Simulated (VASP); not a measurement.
# Sb (Pm-3m) in VASP: further runs, part 2 of 2

VASP 6.6.1. Earlier steps stand in the parts before.

**4. Single point, HF**

This run uses another cell than the first one, of 29.44 Å³/atom, 0.933 times its volume.

File POSCAR:

```
Sb
1.0
    3.0877747334      0.0000000000      0.0000000000
    0.0000000000      3.0877747334      0.0000000000
    0.0000000000      0.0000000000      3.0877747334
Sb
1
Direct
    0.0000000000      0.0000000000      0.0000000000
```

File INCAR.step1:

```
SYSTEM = Sb
  PREC = Accurate
  ENCUT = 400
  EDIFF = 1E-5
  ISMEAR = -1
  SIGMA = 0.05
  LREAL = .False.
  LASPH = .True.
  NELM = 120
  ALGO = Normal
  ISIF = 2
  LWAVE = .True.
  LCHARG = .False.
  GGA = PE
  NBANDS = 14
  GGA_COMPAT = .False.
```

File INCAR.step2:

```
SYSTEM = Sb
  PREC = Accurate
  ENCUT = 400
  EDIFF = 1E-6
  ISMEAR = -1
  SIGMA = 0.05
  LREAL = .False.
  LASPH = .True.
  NELM = 120
  ALGO = Normal
  ISIF = 2
  LWAVE = .False.
  LCHARG = .False.
  GGA = PE
  LHFCALC = .True.
  AEXX = 1.0
  ALDAC = 0.0
  AGGAC = 0.0
  PRECFOCK = Normal
  ISTART = 1
  NBANDS = 14
  GGA_COMPAT = .False.
```

File KPOINTS:

```
regular mesh
0
Gamma
  4 4 4
  0 0 0
```

Potentials or basis: VASP PAW PBE potentials, release 64 (Sb_d_GW).

On the command line:

```console
$ cat potpaw_PBE.64/Sb_d_GW/POTCAR > POTCAR
$ cp INCAR.step1 INCAR
$ mpirun -np 1 vasp_std > vasp.out
$ cp INCAR.step2 INCAR
$ mpirun -np 1 vasp_std > vasp.out
```

OUTCAR:

```text
SYSTEM = Sb
   PREC = Accurate
   ENCUT = 400
   EDIFF = 1E-6
   ISMEAR = -1
   LREAL = .False.
   LASPH = .True.
   NELM = 120
   ISIF = 2
   GGA = PE
   LHFCALC = .True.
   AEXX = 1.0
   PRECFOCK = Normal
   ISTART = 1

 ion  position               nearest neighbor table
   1  0.000  0.000  0.000-

  LATTYP: Found a simple cubic cell.
 ALAT       =     3.0877747334

  Lattice vectors:

 A1 = (   3.0877747334,   0.0000000000,   0.0000000000)
 A2 = (   0.0000000000,   3.0877747334,   0.0000000000)
 A3 = (   0.0000000000,   0.0000000000,   3.0877747334)

Analysis of symmetry for initial positions (statically):
=====================================================================
 Subroutine PRICEL returns:
 Original cell was already a primitive cell.

 Routine SETGRP: Setting up the symmetry group for a
 simple cubic supercell.

 Subroutine GETGRP returns: Found 48 space group operations
 (whereof 48 operations were pure point group operations)
 out of a pool of 48 trial point group operations.

The static configuration has the point symmetry O_h .
[... 159 lines left out ...]
  band No.  band energies     occupation
      1     -34.6644      2.00000
      2     -34.6644      2.00000
      3     -34.3858      2.00000
      4     -34.3858      2.00000
      5     -34.3858      2.00000
      6     -13.7036      2.00000
      7      12.8359      0.00000
      8      12.8359      0.00000
      9      12.8359      0.00000
     10      16.8526      0.00000
     11      16.8526      0.00000
     12      19.0802      0.00000
     13      31.3667      0.00000
     14      31.3667      0.00000
[... 139 lines left out ...]
      1     -34.5242      2.00000
      2     -34.5242      2.00000
      3     -34.5242      2.00000
      4     -34.3353      2.00000
      5     -34.3353      2.00000
      6       0.0467      2.00000
      7       2.1191      2.00000
      8       2.1191      2.00000
      9       2.1191      2.00000
     10      14.6847      0.00000
     11      14.6847      0.00000
     12      14.6847      0.00000
     13      17.3772      0.00000
     14      38.1757      0.00000

------------------------ aborting loop because EDIFF is reached ----------------------------------------

  FORCE on cell =-STRESS in cart. coord.  units (eV):
  Direction    XX          YY          ZZ          XY          YZ          ZX
  --------------------------------------------------------------------------------------
  -------------------------------------------------------------------------------------
  Total       -0.1484026     -0.1484026     -0.1484026      0.0000000      0.0000000      0.0000000
  in kB       -8.0763550     -8.0763550     -8.0763550      0.0000000      0.0000000      0.0000000
  external PRESSURE =      -8.0763550 kB  Pullay stress =       0.0000000 kB

 VOLUME and BASIS-vectors are now :
 -----------------------------------------------------------------------------
  energy-cutoff  :      400.00
  volume of cell :       29.44
      direct lattice vectors                 reciprocal lattice vectors
     3.087774733  0.000000000  0.000000000     0.323857822  0.000000000  0.000000000
     0.000000000  3.087774733  0.000000000     0.000000000  0.323857822  0.000000000
     0.000000000  0.000000000  3.087774733     0.000000000  0.000000000  0.323857822

 POSITION                                       TOTAL-FORCE (eV/Angst)
 -----------------------------------------------------------------------------------
      0.00000      0.00000      0.00000         0.000000      0.000000      0.000000
 -----------------------------------------------------------------------------------
    total drift:                                0.000002     -0.000000     -0.000001

  FREE ENERGIE OF THE ION-ELECTRON SYSTEM (eV)
  ---------------------------------------------------
  free  energy   TOTEN  =        -7.5598442721 eV

  energy  without entropy=       -7.5513962348  energy(sigma->0) =       -7.55562025
```

OSZICAR.step1:

```text
N       E                     dE             d eps       ncg     rms          rms(c)
DAV:   1     0.810177195904E+02    0.81018E+02   -0.45938E+03   364   0.851E+03
DAV:   2     0.323177130632E+01   -0.77786E+02   -0.74923E+02   484   0.796E+02
DAV:   3    -0.358093795087E+01   -0.68127E+01   -0.68060E+01   384   0.984E+01
DAV:   4    -0.371411125212E+01   -0.13317E+00   -0.13294E+00   390   0.107E+01
DAV:   5    -0.372473275459E+01   -0.10622E-01   -0.10621E-01   408   0.345E+00    0.293E+00
DAV:   6    -0.372489452114E+01   -0.16177E-03   -0.41898E-03   416   0.499E+00    0.177E+00
DAV:   7    -0.372614544655E+01   -0.12509E-02   -0.39445E-03   408   0.408E+00    0.616E-02
DAV:   8    -0.372615257270E+01   -0.71261E-05   -0.67567E-04   460   0.185E+00    0.204E-02
DAV:   9    -0.372616270387E+01   -0.10131E-04   -0.21779E-05   318   0.234E-01    0.117E-02
DAV:  10    -0.372616299745E+01   -0.29358E-06   -0.13070E-06   266   0.162E-02
   1 F= -.37261630E+01 E0= -.37212362E+01  d E =-.985362E-02
```

Wall time 2 min (1 thread of Intel Xeon Platinum 8375C at 2.90GHz (Ice Lake), shared host); peak memory 0.13 GiB.

Results:

| Quantity | Value |
| --- | --- |
| Free energy | -7.5598 eV |
| Pressure | -0.8 GPa |

Levels at points of the mesh, in eV from the Fermi level:
| k point | band 4 | band 5 | band 6 | band 7 | band 8 | band 9 | band 10 | band 11 |
| --- | --- | --- | --- | --- | --- | --- | --- | --- |
| (0.00, 0.00, 0.00) | -42.15 | -42.15 | -21.47 | 5.07 | 5.07 | 5.07 | 9.09 | 9.09 |
| (0.50, 0.00, 0.00) | -42.22 | -42.14 | -17.74 | -11.98 | 8.28 | 8.28 | 12.40 | 13.93 |
| (0.50, 0.50, 0.00) | -42.21 | -42.11 | -13.11 | -8.61 | -8.61 | 3.56 | 11.29 | 17.11 |
| (0.50, 0.50, 0.50) | -42.10 | -42.10 | -7.71 | -5.64 | -5.64 | -5.64 | 6.92 | 6.92 |

Caveat: the k points lie up to 0.51 Å⁻¹ apart; the PAW data sets were made with another functional, which shifts forces and pressure a little; spin-orbit coupling is left out, which moves the levels of the heavy elements.

**5. Summary**

```csv
task,level,potentials or basis,cell,k mesh,cutoff (eV),smearing,grid for exact exchange (PRECFOCK),second run,gap on the mesh (eV),pressure (GPa)
relaxation of cell and atoms,PBEsol,"VASP PAW PBE potentials, release 64 (Sb)","relaxed to 30 GPa from a = 3.160 Å, 1 atom",8 × 8 × 8,600,fermi-dirac 0.05 eV,-,-,none,30.0
single point,PBE,"VASP PAW PBE potentials, release 64 (Sb)","a = 3.160 Å, 1 atom",5 × 5 × 5,500,fermi-dirac 0.03 eV,-,-,none,-2.4
single point,HF,"VASP PAW PBE potentials, release 64 (Sb_d_GW)","a = 3.088 Å, 1 atom",4 × 4 × 4,400,fermi-dirac 0.05 eV,Normal,valence_matched,none,-0.8
```

Alike in all rows: no spin polarisation.

Caveats: some runs use coarse meshes; spin-orbit coupling is left out, which moves the levels of the heavy elements; the PAW data sets were made with another functional, which shifts forces and pressure a little (some runs); the cell is relaxed towards a set pressure, so the enthalpy falls and the energy may rise (some runs); the volume moved by over 15 % at a fixed basis, so the end points are rough (some runs).

Total energies depend on the potentials used, so only differences within one code and one set of settings carry meaning.
